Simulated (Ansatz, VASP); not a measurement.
# Two plane-wave programs on Tc

Contents of INCAR:

```
  ALGO = Normal
  EDIFF = 1E-6
  ENCUT = 520
  GGA = PS
  ISIF = 2
  ISMEAR = -1
  LASPH = T
  LCHARG = F
  LREAL = F
  LWAVE = F
  NBANDS = 34
  NELM = 80
  PREC = Accurate
  SIGMA = 0.05
```

KPOINTS

```
k-points
0
Gamma
  9 9 3
```

The input POSCAR:

```
Tc
1.0
    2.7393552909      0.0000000000      0.0000000000
   -1.3696776454      2.3723512719      0.0000000000
    0.0000000000      0.0000000000      9.1204718176
Tc
4
Direct
    0.6666666667      0.3333333333      0.7500000000
    0.0000000000      0.0000000000      0.5000000000
    0.3333333333      0.6666666667      0.2500000000
    0.0000000000      0.0000000000      0.0000000000
```

Contents of input.yaml:

```yaml
crystal:
  lattice:
    - [2.7393552909, 0.0, 0.0]
    - [-1.3696776454, 2.3723512719, 0.0]
    - [0.0, 0.0, 9.1204718176]
  atoms:
    - { symbol: Tc, position: [0.6666666667, 0.3333333333, 0.75] }
    - { symbol: Tc, position: [0.0, 0.0, 0.5] }
    - { symbol: Tc, position: [0.3333333333, 0.6666666667, 0.25] }
    - { symbol: Tc, position: [0.0, 0.0, 0.0] }
hamiltonian:
  xc: pbesol
  pseudopotentials: { kind: paw }
kpoints:
  mp_grid: { grid: [9, 9, 3] }
scf:
  occupations: { method: fermi_dirac, width: 0.05 }
output:
  forces: true
  stress: true
  eigenvalues: true
```

Alike in both runs: task single point; functional PBEsol; k mesh 9 × 9 × 3; occupations fermi-dirac, width 0.05 eV; no spin polarisation.

|  | VASP | Ansatz |
| --- | --- | --- |
| version | VASP 6.6.1 | Ansatz 0.2.0 |
| potentials or method | VASP PAW PBE potentials, release 64 (Tc_pv) | Ansatz PAW earlier set |
| plane-wave cutoff (eV) | 520 | 500 |
| valence electrons in the cell | 52 | 60 |

Ansatz gave:

| Quantity | Value |
| --- | --- |
| gap on the k mesh at the Fermi level (eV) | none |
| pressure (GPa) | -15.6 |
| traceless stress, the component that is largest in VASP (GPa) | -9.00 |

Q: Which values does VASP return?

A: gap on the k mesh at the Fermi level (eV): none; pressure (GPa): -16.2; traceless stress, the component that is largest in VASP (GPa): -8.97.

VASP's potentials were made for PBE, not for PBEsol. A gap of «none» marks a metal or a gap that the smearing closes. VASP's potentials hold 52 valence electrons a cell and Ansatz's 60, so a difference there can come from the potentials and not from the codes.
